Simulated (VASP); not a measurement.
# Ta3Ru (Fm-3m) in VASP: a series of runs, part 2 of 2

VASP 6.6.1.

### 3 Vibrations by perturbation theory, LDA (16.30 Å³/atom)

This run uses another cell than the first one, of 16.30 Å³/atom.

Contents of INCAR:

```
PREC = Accurate
ENCUT = 520
EDIFF = 1E-8
ISMEAR = -1
SIGMA = 0.15
LREAL = False
LASPH = True
NELM = 60
ALGO = Fast
ISIF = 2
LWAVE = False
LCHARG = False
GGA = CA
NBANDS = 32
IBRION = 8
NSW = 1
```

Contents of KPOINTS:

```
Automatic mesh
0
Gamma
  12 12 12
```

Contents of POSCAR:

```
Ta3Ru
1.0
    0.0000000000      3.1945872501      3.1945872501
    3.1945872501      0.0000000000      3.1945872501
    3.1945872501      3.1945872501      0.0000000000
Ta Ru
3 1
Direct
    0.2500000000      0.2500000000      0.2500000000
    0.7500000000      0.7500000000      0.7500000000
    0.5000000000      0.5000000000      0.5000000000
    0.0000000000      0.0000000000      0.0000000000
```

Potentials or basis: VASP PAW LDA potentials, release 64 (Ta_pv, Ru_pv).

On the command line:

```sh
$ cat potpaw_LDA.64/Ta_pv/POTCAR potpaw_LDA.64/Ru_pv/POTCAR > POTCAR
$ mpirun -np 1 vasp_std > vasp.out
```

OUTCAR:

```text
PREC = Accurate
   ENCUT = 520
   EDIFF = 1E-8
   ISMEAR = -1
   LREAL = False
   LASPH = True
   NELM = 60
   ISIF = 2
   GGA = CA
   IBRION = 8
   NSW = 1

 ion  position               nearest neighbor table
   1  0.250  0.250  0.250-   3 2.77   4 2.77   4 2.77   4 2.77   4 2.77   3 2.77   3 2.77   3 2.77
                             2 3.19   2 3.19   2 3.19   2 3.19   2 3.19   2 3.19
   2  0.750  0.750  0.750-   3 2.77   4 2.77   3 2.77   3 2.77   3 2.77   4 2.77   4 2.77   4 2.77
                             1 3.19   1 3.19   1 3.19   1 3.19   1 3.19   1 3.19
   3  0.500  0.500  0.500-   1 2.77   2 2.77   1 2.77   1 2.77   1 2.77   2 2.77   2 2.77   2 2.77
                             4 3.19   4 3.19   4 3.19   4 3.19   4 3.19   4 3.19
[... 1118 lines left out ...]
 Eigenvectors and eigenvalues of the dynamical matrix
 ----------------------------------------------------

   1 f  =    5.575789 THz    35.033713 2PiTHz  185.988289 cm-1    23.059599 meV
             X         Y         Z           dx          dy          dz
      1.597294  1.597294  1.597294     0.023362   -0.156834    0.007899
      4.791881  4.791881  4.791881     0.023362   -0.156834    0.007899
      3.194587  3.194587  3.194587    -0.112784    0.757147   -0.038134
      0.000000  0.000000  0.000000     0.088553   -0.594480    0.029941
[... 71 lines left out ...]
  12 f/i=    0.002886 THz     0.018132 2PiTHz    0.096257 cm-1     0.011934 meV
             X         Y         Z           dx          dy          dz
      1.597294  1.597294  1.597294    -0.004535    0.165552   -0.503630
      4.791881  4.791881  4.791881    -0.004535    0.165552   -0.503630
      3.194587  3.194587  3.194587    -0.004537    0.165607   -0.503799
      0.000000  0.000000  0.000000    -0.003385    0.123571   -0.375920

--------------------------------------------------------------------------------------------------------

 ELASTIC MODULI CONTR FROM IONIC RELAXATION (kBar)
 Direction    XX          YY          ZZ          XY          YZ          ZX
 --------------------------------------------------------------------------------
 XX          -0.0000     -0.0000      0.0000     -0.0000     -0.0000     -0.0000
 YY          -0.0000     -0.0000      0.0000      0.0000     -0.0000     -0.0000
 ZZ           0.0000      0.0000     -0.0000     -0.0000      0.0000      0.0000
 XY          -0.0000      0.0000     -0.0000    -19.6558     -0.0000     -0.0000
 YZ          -0.0000     -0.0000      0.0000     -0.0000    -19.6558      0.0000
 ZX          -0.0000     -0.0000      0.0000     -0.0000      0.0000    -19.6558
 --------------------------------------------------------------------------------
```

It took 71 min on 1 thread of Oxide Virtual Turin-like, shared host; peak memory 1.1 GiB.

What came out:

```yaml
Highest_phonon_frequency_at_Γ: 186 cm⁻¹
```

Phonon frequencies in cm⁻¹ (negative: imaginary):
| q point | frequencies |
| --- | --- |
| (0.000, 0.000, 0.000) | 0 0 0 158 158 158 180 180 180 186 186 186 |

Caveat: the cell stands under pressure or tension, which shifts response properties; spin-orbit coupling is left out, which moves the levels of the heavy elements.

### 4 Vibrations by perturbation theory, LDA

This run uses another cell than the first one, of 15.98 Å³/atom.

Contents of INCAR:

```
  PREC = Accurate
  ENCUT = 520
  EDIFF = 1E-8
  ISMEAR = -1
  SIGMA = 0.15
  LREAL = False
  LASPH = True
  NELM = 60
  ALGO = Normal
  ISIF = 2
  LWAVE = False
  LCHARG = False
  GGA = CA
  IBRION = 8
  NSW = 1
```

Contents of KPOINTS:

```
regular mesh
0
Gamma
  12 12 12
```

Contents of POSCAR:

```
Ta3Ru
1.0
    0.0000000000      3.1735696202      3.1735696202
    3.1735696202      0.0000000000      3.1735696202
    3.1735696202      3.1735696202      0.0000000000
Ta Ru
3 1
Direct
    0.2500000000      0.2500000000      0.2500000000
    0.7500000000      0.7500000000      0.7500000000
    0.5000000000      0.5000000000      0.5000000000
    0.0000000000      0.0000000000      0.0000000000
```

Potentials or basis: VASP PAW LDA potentials, release 64 (Ta_pv, Ru_pv).

On the command line:

```sh
$ cat potpaw_LDA.64/Ta_pv/POTCAR potpaw_LDA.64/Ru_pv/POTCAR > POTCAR
$ mpirun -np 1 vasp_std > vasp.out
```

OUTCAR:

```text
PREC = Accurate
   ENCUT = 520
   EDIFF = 1E-8
   ISMEAR = -1
   LREAL = False
   LASPH = True
   NELM = 60
   ISIF = 2
   GGA = CA
   IBRION = 8
   NSW = 1

 ion  position               nearest neighbor table
   1  0.250  0.250  0.250-   4 2.75   3 2.75   4 2.75   3 2.75   4 2.75   4 2.75   3 2.75   3 2.75
                             2 3.17   2 3.17   2 3.17   2 3.17   2 3.17   2 3.17
   2  0.750  0.750  0.750-   3 2.75   4 2.75   3 2.75   3 2.75   4 2.75   3 2.75   4 2.75   4 2.75
                             1 3.17   1 3.17   1 3.17   1 3.17   1 3.17   1 3.17
   3  0.500  0.500  0.500-   1 2.75   2 2.75   1 2.75   1 2.75   2 2.75   1 2.75   2 2.75   2 2.75
                             4 3.17   4 3.17   4 3.17   4 3.17   4 3.17   4 3.17
[... 1021 lines left out ...]
 Eigenvectors and eigenvalues of the dynamical matrix
 ----------------------------------------------------

   1 f  =    5.770872 THz    36.259457 2PiTHz  192.495565 cm-1    23.866398 meV
             X         Y         Z           dx          dy          dz
      1.586785  1.586785  1.586785    -0.003949    0.028005    0.000134
      4.760354  4.760354  4.760354    -0.003949    0.028005    0.000134
      3.173570  3.173570  3.173570     0.088490   -0.627535   -0.002998
      0.000000  0.000000  0.000000    -0.107864    0.764926    0.003655
[... 71 lines left out ...]
  12 f/i=    0.000779 THz     0.004895 2PiTHz    0.025988 cm-1     0.003222 meV
             X         Y         Z           dx          dy          dz
      1.586785  1.586785  1.586785    -0.022984   -0.521149    0.093975
      4.760354  4.760354  4.760354    -0.022984   -0.521149    0.093975
      3.173570  3.173570  3.173570    -0.022991   -0.521314    0.094005
      0.000000  0.000000  0.000000    -0.017179   -0.389519    0.070239

--------------------------------------------------------------------------------------------------------

 ELASTIC MODULI CONTR FROM IONIC RELAXATION (kBar)
 Direction    XX          YY          ZZ          XY          YZ          ZX
 --------------------------------------------------------------------------------
 XX          -0.0000      0.0000      0.0000     -0.0000      0.0000      0.0000
 YY           0.0000     -0.0000      0.0000     -0.0000     -0.0000     -0.0000
 ZZ           0.0000      0.0000     -0.0000      0.0000     -0.0000      0.0000
 XY          -0.0000     -0.0000      0.0000    -18.3580     -0.0000      0.0000
 YZ           0.0000     -0.0000     -0.0000     -0.0000    -18.3580     -0.0000
 ZX           0.0000     -0.0000      0.0000      0.0000     -0.0000    -18.3580
 --------------------------------------------------------------------------------
```

stdout:

```text
POSCAR found type information on POSCAR TaRu
 POSCAR found :  2 types and       4 ions
 scaLAPACK will be used
 LDA part: xc-table for (Slater(with rela. corr.)+CA(PZ))
 , standard interpolation
 POSCAR, INCAR and KPOINTS ok, starting setup
 FFT: planning ... GRIDC
 FFT: planning ... GRID_SOFT
 FFT: planning ... GRID
 WAVECAR not read
 entering main loop
 Linear response reoptimize wavefunctions to high precision
 Linear response DOF=           3
 Linear response progress:
 first order change of Fermi-energy  -0.50389E-05
 force on displaced ion       1 direction 1 : -14.118  -0.000  -0.000
 Linear response progress:
 first order change of Fermi-energy   0.16248E-03
 force on displaced ion       3 direction 1 : -17.398   0.000   0.000
 Linear response progress:
 first order change of Fermi-energy  -0.29340E-03
 force on displaced ion       4 direction 1 : -11.469   0.000   0.000
 Linear response finished
```

Wall time 48 min (1 thread of Oxide Virtual Turin-like, shared host); peak memory 0.97 GiB.

What came out:

* Highest phonon frequency at Γ: 192 cm⁻¹

Phonon frequencies in cm⁻¹ (negative: imaginary):
```
              q point                                frequencies
(0.000, 0.000, 0.000)  0 0 0 164 164 164 188 188 188 192 192 192
```

Caveat: the cell stands under pressure or tension, which shifts response properties; spin-orbit coupling is left out, which moves the levels of the heavy elements.
